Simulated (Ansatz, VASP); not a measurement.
# Zn: VASP beside Ansatz

```
Zn
1.0
     2.58945    0.00000    0.00000
    -1.29473    2.24253    0.00000
     0.00000    0.00000    4.92246
Zn
2
Direct
  0.33333 0.66667 0.25000
  0.66667 0.33333 0.75000
```

Alike in both runs: functional PBEsol; k mesh 15 × 15 × 8; occupations fermi-dirac, width 0.15 eV; no spin polarisation.

Ansatz relaxed the structure, and its values are those at the end. VASP's run is a single point on that final structure, the one shown.

```csv
,VASP,Ansatz
version,VASP 6.6.1,Ansatz 0.2.0
potentials or method,"VASP PAW PBE potentials, release 64 (Zn), cutoff 520 eV","scalar-relativistic, plane waves, PAW"
valence electrons in the cell,24,24
```

Ansatz gave:

| Item | Value |
| --- | --- |
| gap on the k mesh at the Fermi level (eV) | none |
| pressure (GPa) | 0.0 |

Task: Estimate VASP's values.

Result: gap on the k mesh at the Fermi level (eV): none; pressure (GPa): 0.5.

VASP's potentials were made for PBE, not for PBEsol, and Ansatz warns of the same on its side. A gap of «none» marks a metal or a gap that the smearing closes.
